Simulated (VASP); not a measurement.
# MgO (Cm) in VASP: further runs

The runs below take MgO through single point, with PBEsol.

Program: VASP 6.6.1. These are calculated values, not measurements. Logs are shortened: lines on timing, memory, paths and dates and some standing lists are left out, and cuts for length are marked.

**1. The cell of the first run**

The structure is monoclinic, space group Cm (No. 8). The conventional cell has a = 5.961 Å, b = 5.961 Å, c = 4.215 Å, α = 90.00°, β = 90.00°, γ = 90.00°. Within 2.4 Å of Mg (site symmetry m) lie 5 O at 1.82 to 2.36 Å. Within 2.8 Å of Mg (site symmetry m) lie 6 O at 2.11 Å and 1 Mg at 2.68 Å. Mg (site symmetry 1) has 6 O at 2.11 Å and 1 Mg at 2.61 Å within 2.8 Å. O (site symmetry 1) has 6 Mg at 1.92 to 2.36 Å within 2.5 Å. O (site symmetry m) has 5 Mg at 1.82 to 2.11 Å within 2.4 Å. Within 2.8 Å of O (site symmetry m) lie 6 Mg at 2.11 Å.

**2. Single point, PBEsol (atom 1 (Mg) moved by -0.318 Å along [1 1 0] and -0.318 Å along [0 0 1])**

INCAR reads:

```
SYSTEM = MgO
PREC     = Accurate       ! precision mode
ENCUT    = 520            ! plane-wave cutoff, eV
EDIFF    = 1E-6           ! SCF threshold, eV
ISMEAR   = 0              ! smearing method
SIGMA    = 0.05           ! smearing width, eV
LREAL    = .FALSE.        ! projectors in reciprocal space
LASPH    = .TRUE.         ! aspherical terms in the spheres
NELM     = 80             ! most SCF steps
ALGO     = Normal         ! electronic algorithm
ISIF     = 2              ! what is computed and relaxed
LWAVE    = .FALSE.        ! write WAVECAR
LCHARG   = .FALSE.        ! write CHGCAR
GGA      = PS             ! functional
NBANDS   = 26             ! bands
```

KPOINTS reads:

```
regular mesh
0
G
  6 6 6
  0 0 0
```

POSCAR reads:

```
MgO
1.0
    4.2149416169      0.0000000000      0.0000000000
    0.0000000000     -4.2149416169      0.0000000000
    0.0000000000      0.0000000000     -4.2149416169
Mg O
4 4
Direct
   -0.0533482968      0.0533482968      0.0754458849
    0.5000000000      0.5000000000      0.0000000000
    0.5000000000      0.0000000000      0.5000000000
    0.0000000000      0.5000000000      0.5000000000
    0.5000000000      0.0000000000      0.0000000000
    0.0000000000      0.5000000000      0.0000000000
    0.0000000000      0.0000000000      0.5000000000
    0.5000000000      0.5000000000      0.5000000000
```

Potentials or basis: VASP PAW PBE potentials, release 64 (Mg, O).

Command:

```console
> cat potpaw_PBE.64/Mg/POTCAR potpaw_PBE.64/O/POTCAR > POTCAR
> mpirun -np 1 vasp_std > vasp.out
```

OUTCAR:

```text
SYSTEM = MgO
   PREC = Accurate
   ENCUT = 520
   EDIFF = 1E-6
   ISMEAR = 0
   LREAL = .FALSE.
   LASPH = .TRUE.
   NELM = 80
   ISIF = 2
   GGA = PS

 ion  position               nearest neighbor table
   1  0.947  0.053  0.075-   7 1.82   6 1.92   5 1.92   5 2.36   6 2.36   7 2.45   4 2.61   3 2.61
                             2 2.68   4 2.95   3 2.95   2 3.01   2 3.01   3 3.08   4 3.08   2 3.31
   2  0.500  0.500  0.000-   5 2.11   6 2.11   8 2.11   8 2.11   5 2.11   6 2.11   1 2.68   4 2.98
                             4 2.98   3 2.98   3 2.98   3 2.98   4 2.98   3 2.98   4 2.98   1 3.01
   3  0.500  0.000  0.500-   5 2.11   7 2.11   8 2.11   5 2.11   8 2.11   7 2.11   1 2.61   1 2.95
                             2 2.98   4 2.98   2 2.98   2 2.98   2 2.98   4 2.98   4 2.98   4 2.98
   4  0.000  0.500  0.500-   6 2.11   7 2.11   8 2.11   6 2.11   7 2.11   8 2.11   1 2.61   1 2.95
                             3 2.98   3 2.98   2 2.98   2 2.98   3 2.98   2 2.98   2 2.98   3 2.98
   5  0.500  0.000  0.000-   1 1.92   2 2.11   3 2.11   3 2.11   2 2.11   1 2.36
   6  0.000  0.500  0.000-   1 1.92   2 2.11   4 2.11   4 2.11   2 2.11   1 2.36
   7  0.000  0.000  0.500-   1 1.82   3 2.11   4 2.11   4 2.11   3 2.11   1 2.45
   8  0.500  0.500  0.500-   2 2.11   3 2.11   4 2.11   2 2.11   3 2.11   4 2.11

  LATTYP: Found a simple cubic cell.
 ALAT       =     4.2149416169

  Lattice vectors:

 A1 = (   4.2149416169,   0.0000000000,   0.0000000000)
 A2 = (   0.0000000000,  -4.2149416169,   0.0000000000)
 A3 = (   0.0000000000,   0.0000000000,  -4.2149416169)

Analysis of symmetry for initial positions (statically):
=====================================================================
 Subroutine PRICEL returns:
 Original cell was already a primitive cell.

 Routine SETGRP: Setting up the symmetry group for a
 simple cubic supercell.

 Subroutine GETGRP returns: Found  2 space group operations
 (whereof  2 operations were pure point group operations)
 out of a pool of 48 trial point group operations.

The static configuration has the point symmetry C_1h.

Analysis of symmetry for dynamics (positions and initial velocities):
=====================================================================
 Subroutine PRICEL returns:
 Original cell was already a primitive cell.

 Routine SETGRP: Setting up the symmetry group for a
 simple cubic supercell.

 Subroutine GETGRP returns: Found  2 space group operations
 (whereof  2 operations were pure point group operations)
 out of a pool of 48 trial point group operations.

The dynamic configuration has the point symmetry C_1h.

 Subroutine INISYM returns: Found  2 space group operations
 (whereof  2 operations are pure point group operations),
 and found     1 'primitive' translations

----------------------------------------------------------------------------------------

                                     Primitive cell

  volume of cell :      74.8815

  direct lattice vectors                    reciprocal lattice vectors
     4.214941617  0.000000000  0.000000000     0.237251210  0.000000000  0.000000000
     0.000000000 -4.214941617  0.000000000     0.000000000 -0.237251210  0.000000000
     0.000000000  0.000000000 -4.214941617     0.000000000  0.000000000 -0.237251210

  length of vectors
     4.214941617  4.214941617  4.214941617     0.237251210  0.237251210  0.237251210

  position of ions in fractional coordinates (direct lattice)
     0.946651703  0.053348297  0.075445885
     0.500000000  0.500000000  0.000000000
     0.500000000  0.000000000  0.500000000
     0.000000000  0.500000000  0.500000000
     0.500000000  0.000000000  0.000000000
     0.000000000  0.500000000  0.000000000
     0.000000000  0.000000000  0.500000000
     0.500000000  0.500000000  0.500000000

  ion indices of the primitive-cell ions
   primitive index   ion index
                 1           1
                 2           2
                 3           3
                 4           4
                 5           5
                 6           6
                 7           7
                 8           8

----------------------------------------------------------------------------------------

 KPOINTS: regular mesh

Automatic generation of k-mesh.
 Grid dimensions read from file:
 generate k-points for:    6    6    6

 Generating k-lattice:

  Cartesian coordinates                     Fractional coordinates (reciprocal lattice)
     0.039541868  0.000000000  0.000000000     0.166666667  0.000000000  0.000000000
     0.000000000 -0.039541868  0.000000000     0.000000000  0.166666667  0.000000000
     0.000000000  0.000000000 -0.039541868     0.000000000  0.000000000  0.166666667

  Length of vectors
     0.039541868  0.039541868  0.039541868

  Shift w.r.t. Gamma in fractional coordinates (k-lattice)
     0.000000000  0.000000000  0.000000000

 Subroutine IBZKPT returns following result:
 ===========================================

 Found     68 irreducible k-points:

 Following reciprocal coordinates:
            Coordinates               Weight
  0.000000  0.000000  0.000000      1.000000
  0.166667  0.000000  0.000000      4.000000
  0.000000  0.000000  0.166667      2.000000
  0.333333  0.000000  0.000000      4.000000
  0.000000  0.000000  0.333333      2.000000
  0.500000  0.000000  0.000000      2.000000
[... 16 lines left out ...]
  0.333333  0.000000  0.333333      4.000000
 -0.333333  0.333333  0.000000      2.000000
 [... further k-points ...]
   k-points           NKPTS =     68   k-points in BZ     NKDIM =     68   number of bands    NBANDS=     26
   number of dos      NEDOS =    301   number of ions     NIONS =      8
   total plane-waves  NPLWV =  32768
   dimension x,y,z NGX =    32 NGY =   32 NGZ =   32
   dimension x,y,z NGXF=    64 NGYF=   64 NGZF=   64
   ions per type =               4   4
   NGX,Y,Z   is equivalent  to a cutoff of  12.62, 12.62, 12.62 a.u.
   NGXF,Y,Z  is equivalent  to a cutoff of  25.24, 25.24, 25.24 a.u.
 SYSTEM =  MgO
   PREC   = accura    normal or accurate (medium, high low for compatibility)
   ISTART =      0    job   : 0-new  1-cont  2-samecut
   ICHARG =      2    charge: 1-file 2-atom 10-const
   ISPIN  =      1    spin polarized calculation?
   LNONCOLLINEAR =      F non collinear calculations
   LSORBIT =      F    spin-orbit coupling
   LASPH  =      T    aspherical Exc in radial PAW
   ENCUT  =  520.0 eV  38.22 Ry    6.18 a.u.   7.84  7.84  7.84*2*pi/ulx,y,z
   NELM   =     80;   NELMIN=  2; NELMDL= -5     # of ELM steps
   EDIFF  = 0.1E-05   stopping-criterion for ELM
   LREAL  =      F    real-space projection
   EDIFFG = 0.1E-04   stopping-criterion for IOM
   NSW    =      0    number of steps for IOM
   IBRION =     -1    ionic relax: 0-MD 1-quasi-New 2-CG
   NFREE  =      0    steps in history (QN), initial steepest desc. (CG)
   ISIF   =      2    stress and relaxation
   ISYM   =      2    0-nonsym 1-usesym 2-fastsym
   POTIM  = 0.5000    time-step for ionic-motion
   TEBEG  =    0.0;   TEEND  =   0.0 temperature during run
   PSTRESS=    0.0 pullay stress
   NELECT =      32.0000    total number of electrons
   NUPDOWN=      -1.0000    fix difference up-down
   EMIN   =  10.00;   EMAX   =-10.00  energy-range for DOS
   EFERMI =   0.00;   METHOD = LEGACY
   ISMEAR =     0;   SIGMA  =   0.05  broadening in eV -4-tet -1-fermi 0-gaus
   EFERMI_NEDOS =   21; number of points for ismear=-14 and -15
   IALGO  =     38    algorithm
   IMIX   =      4    mixing-type and parameters
     AMIX     =   0.40;   BMIX     =  1.00
     AMIX_MAG =   1.60;   BMIX_MAG =  1.00
  volume/ion in A,a.u.               =       9.36        63.17
  Fermi-wavevector in a.u.,A,eV,Ry     =   1.233105  2.330230 20.688298  1.520547
  Thomas-Fermi vector in A             =   2.367848
   LORBIT       =      0    0 simple, 1 ext, 2 COOP (PROOUT), +10 PAW based schemes
   GGA     = PS    functional components
   LHFCALC =     F    Hartree Fock is set to
   AEXX    =    0.0000 exact exchange contribution
   IVDW    =     0    specifies the selected vdW correction
   LEPSILON=     F    determine dielectric tensor
   LRPA    =     F    only Hartree local field effects (RPA)
 non-spin polarized calculation
 Gauss-broadening in eV      SIGMA  =   0.05
  energy-cutoff  :      520.00
  volume of cell :       74.88
 maximum number of plane-waves:      2040
   NGX = 15   NGY = 15   NGZ = 15

 number of electron      31.9999986 magnetization

 Free energy of the ion-electron system (eV)
  ---------------------------------------------------
  ext. energy  EPLUGINS =         0.00000000
  ---------------------------------------------------
  free energy    TOTEN  =       -49.01823817 eV

  energy without entropy =      -49.01823817  energy(sigma->0) =      -49.01823817

 E-fermi :   3.2457     XC(G=0): -11.2759

 val. band max:        3.0433427744   @ k =   0.0000   0.0000   0.0000
 cond. band min:       7.6014345384   @ k =   0.0000   0.0000   0.0000
 fundamental gap:      4.5580917641
 Fermi energy:         3.2457466586

 k-point     1 :       0.0000    0.0000    0.0000
  band No.  band energies     occupation
      1     -14.1912      2.00000
      2     -12.6881      2.00000
      3     -12.6234      2.00000
      4     -12.5707      2.00000
      5      -1.1497      2.00000
      6      -1.0751      2.00000
[... 18 lines left out ...]
     25      16.0065      0.00000
     26      16.0472      0.00000

 k-point     2 :       0.1667    0.0000    0.0000
  band No.  band energies     occupation
      1     -14.0929      2.00000
      2     -12.7615      2.00000
      3     -12.6141      2.00000
      4     -12.5913      2.00000
      5      -1.0132      2.00000
      6      -0.9286      2.00000
[... 18 lines left out ...]
     25      15.8698      0.00000
[... 608 lines left out ...]
     25      15.3090      0.00000
     26      16.0476      0.00000

 k-point    24 :      -0.3333    0.3333    0.0000
  band No.  band energies     occupation
      1     -13.5086      2.00000
      2     -12.9436      2.00000
      3     -12.8290      2.00000
      4     -12.6554      2.00000
      5      -0.6312      2.00000
      6      -0.5151      2.00000
[... 18 lines left out ...]
     25      15.3956      0.00000
     26      16.2470      0.00000

 [... further k-points ...]
[... 5 lines left out ...]
  --------------------------------------------------------------------------------------
  -------------------------------------------------------------------------------------
  Total        1.7519360      1.7519360      3.8884261     -0.1186151     -0.2865502     -0.2865504
  in kB       37.4847085     37.4847085     83.1973976     -2.5379089     -6.1310757     -6.1310779
  external PRESSURE =      52.7222716 kB  Pullay stress =       0.0000000 kB

 VOLUME and BASIS-vectors are now :
 -----------------------------------------------------------------------------
  energy-cutoff  :      520.00
  volume of cell :       74.88
      direct lattice vectors                 reciprocal lattice vectors
     4.214941617  0.000000000  0.000000000     0.237251210  0.000000000  0.000000000
     0.000000000 -4.214941617  0.000000000     0.000000000 -0.237251210  0.000000000
     0.000000000  0.000000000 -4.214941617     0.000000000  0.000000000 -0.237251210

 POSITION                                       TOTAL-FORCE (eV/Angst)
 -----------------------------------------------------------------------------------
      3.99008     -0.22486     -0.31800         2.037888      2.037888      3.869987
      2.10747     -2.10747      0.00000        -0.615451     -0.615451      0.272632
      2.10747      0.00000     -2.10747        -0.705969      0.216374     -0.900135
      0.00000     -2.10747     -2.10747         0.216374     -0.705969     -0.900135
      2.10747      0.00000      0.00000        -0.649395     -0.253525     -0.372354
      0.00000     -2.10747      0.00000        -0.253525     -0.649395     -0.372354
      0.00000      0.00000     -2.10747        -0.117946     -0.117946     -1.708778
      2.10747     -2.10747     -2.10747         0.088023      0.088023      0.111136
 -----------------------------------------------------------------------------------
    total drift:                                0.000080      0.000080     -0.000187

  FREE ENERGIE OF THE ION-ELECTRON SYSTEM (eV)
  ---------------------------------------------------
  free  energy   TOTEN  =       -49.0182381747 eV

  energy  without entropy=      -49.0182381747  energy(sigma->0) =      -49.01823817
```

Wall time 50 s (1 thread of AMD EPYC 9R45 (Zen 5), shared host); peak memory 0.21 GiB.

Results:

```
Free energy            : -49.0182 eV
Pressure               : 5.3 GPa
Largest force          : 4.825 eV/Å
Band gap on the k mesh : 4.56 eV, direct
```

Forces in eV/Å, atoms in the order of the input:
```
Mg   2.038  2.038  3.870
Mg  -0.615 -0.615  0.273
Mg  -0.706  0.216 -0.900
Mg   0.216 -0.706 -0.900
O   -0.649 -0.254 -0.372
O   -0.254 -0.649 -0.372
O   -0.118 -0.118 -1.709
O    0.088  0.088  0.111
```

Caveat: the cell differs from its parent crystal (atom 1 (Mg) moved by -0.318 Å along [1 1 0] and -0.318 Å along [0 0 1]); the PAW data sets were made with another functional, which shifts forces and pressure a little.

**3. Single point, PBEsol (atom 1 (Mg) moved by -0.530 Å along [1 1 0] and -0.530 Å along [0 0 1])**

INCAR reads:

```
SYSTEM = MgO
PREC = Accurate ; ENCUT = 520
EDIFF = 1E-7 ; ISMEAR = 0
SIGMA = 0.05 ; LREAL = .FALSE.
LASPH = .TRUE. ; NELM = 100
ALGO = Normal ; ISIF = 2
LWAVE = .FALSE. ; LCHARG = .FALSE.
GGA = PS ; NBANDS = 26
```

KPOINTS reads:

```
Automatic mesh
0
G
  6 6 6
  0 0 0
```

POSCAR: that of step 2 with these lines changed.

```diff
@@ -8,3 +8,3 @@
 Direct
-   -0.0533482968      0.0533482968      0.0754458849
+   -0.0889138280      0.0889138280      0.1257431415
     0.5000000000      0.5000000000      0.0000000000
```

Potentials or basis: VASP PAW PBE potentials, release 64 (Mg, O).

Command:

```console
> cat potpaw_PBE.64/Mg/POTCAR potpaw_PBE.64/O/POTCAR > POTCAR
> mpirun -np 1 vasp_std > vasp.out
```

Wall time 56 s (1 thread of AMD EPYC 9R45 (Zen 5), shared host); peak memory 0.21 GiB.

Results (log left out):

| Quantity | Value |
| --- | --- |
| Free energy | -47.0360 eV |
| Pressure | 14.6 GPa |
| Largest force | 9.100 eV/Å |
| Band gap on the k mesh | 4.40 eV, direct |

Forces on the atoms (eV/Å):
```
Mg   2.497  2.497  8.387
Mg  -1.125 -1.125  0.563
Mg  -1.562  0.537 -1.751
Mg   0.537 -1.562 -1.751
O   -1.008 -0.245 -0.408
O   -0.245 -1.008 -0.408
O    0.667  0.667 -4.887
O    0.238  0.238  0.256
```

Stress tensor (GPa, compression positive):
```
10.34 -1.15 -3.82
-1.15 10.34 -3.82
-3.82 -3.82 23.21
```

Levels at points of the mesh, in eV from the valence-band top:
| k point | band 14 | band 15 | band 16 | band 17 | band 18 | band 19 |
| --- | --- | --- | --- | --- | --- | --- |
| (0.00, 0.00, 0.00) | -0.23 | -0.21 | 0.00 | 4.40 | 8.17 | 8.98 |
| (0.50, 0.00, 0.00) | -0.91 | -0.89 | -0.65 | 7.46 | 7.95 | 9.83 |
| (0.00, 0.00, 0.50) | -1.09 | -0.72 | -0.53 | 7.30 | 8.00 | 9.76 |
| (0.50, 0.50, 0.00) | -1.01 | -0.76 | -0.23 | 8.47 | 9.09 | 9.31 |
| (0.00, 0.50, 0.50) | -0.89 | -0.81 | -0.31 | 8.39 | 9.11 | 9.38 |
| (0.50, 0.50, 0.50) | -0.72 | -0.33 | -0.21 | 7.09 | 7.67 | 7.79 |

Caveat: the cell differs from its parent crystal (atom 1 (Mg) moved by -0.530 Å along [1 1 0] and -0.530 Å along [0 0 1]); the PAW data sets were made with another functional, which shifts forces and pressure a little.

**4. Single point, PBEsol (atom 1 (Mg) moved by -0.318 Å along [1 1 0] and -0.106 Å along [0 0 1])**

INCAR reads:

```
SYSTEM = MgO
ALGO = Normal
EDIFF = 1E-7
ENCUT = 520
GGA = PS
ISIF = 2
ISMEAR = 0
LASPH = .True.
LCHARG = .False.
LREAL = .False.
LWAVE = .False.
NBANDS = 26
NELM = 80
PREC = Accurate
SIGMA = 0.05
```

KPOINTS reads:

```
k-points
0
Gamma
  6 6 6
  0 0 0
```

POSCAR: that of step 3 with these lines changed.

```diff
@@ -8,3 +8,3 @@
 Direct
-   -0.0889138280      0.0889138280      0.1257431415
+   -0.0533482968      0.0533482968      0.0251486283
     0.5000000000      0.5000000000      0.0000000000
```

Command:

```console
> cat potpaw_PBE.64/Mg/POTCAR potpaw_PBE.64/O/POTCAR > POTCAR
> mpirun -np 1 vasp_std > vasp.out
```

Wall time 52 s (1 thread of AMD EPYC 9R45 (Zen 5), shared host); peak memory 0.21 GiB.

The run converged. Its results:

```
Free energy            : -49.4808 eV
Pressure               : 2.7 GPa
Largest force          : 3.531 eV/Å
Band gap on the k mesh : 4.59 eV, direct
```

Forces in eV/Å, atoms in the order of the input:
```
Mg   2.414  2.414  0.902
Mg  -0.647 -0.647  0.095
Mg  -0.577  0.184 -0.297
Mg   0.184 -0.577 -0.297
O   -0.885 -0.241 -0.110
O   -0.241 -0.885 -0.110
O   -0.322 -0.322 -0.222
O    0.073  0.073  0.038
```

Stress tensor (GPa, compression positive):
```
 3.84 -0.32 -0.10
-0.32  3.84 -0.10
-0.10 -0.10  0.53
```

Levels at points of the mesh, in eV from the valence-band top:
| k point | band 12 | band 13 | band 14 | band 15 | band 16 | band 17 | band 18 | band 19 | band 20 | band 21 |
| --- | --- | --- | --- | --- | --- | --- | --- | --- | --- | --- |
| (0.00, 0.00, 0.00) | -1.34 | -1.33 | -0.05 | -0.03 | 0.00 | 4.59 | 8.79 | 8.95 | 9.01 | 9.69 |
| (0.50, 0.00, 0.00) | -1.76 | -0.80 | -0.80 | -0.74 | -0.70 | 7.80 | 8.03 | 10.52 | 11.12 | 11.22 |
| (0.00, 0.00, 0.50) | -1.74 | -0.82 | -0.76 | -0.74 | -0.73 | 7.89 | 8.00 | 10.59 | 10.90 | 11.37 |
| (0.50, 0.50, 0.00) | -1.87 | -0.76 | -0.67 | -0.66 | -0.58 | 9.05 | 9.31 | 9.35 | 9.55 | 11.06 |
| (0.00, 0.50, 0.50) | -1.91 | -0.72 | -0.70 | -0.68 | -0.56 | 9.13 | 9.26 | 9.39 | 9.50 | 11.18 |
| (0.50, 0.50, 0.50) | -0.71 | -0.67 | -0.64 | -0.58 | -0.54 | 7.60 | 7.74 | 7.75 | 7.80 | 12.18 |

Caveat: the cell differs from its parent crystal (atom 1 (Mg) moved by -0.318 Å along [1 1 0] and -0.106 Å along [0 0 1]); the PAW data sets were made with another functional, which shifts forces and pressure a little.

[end of part 1 of 2]
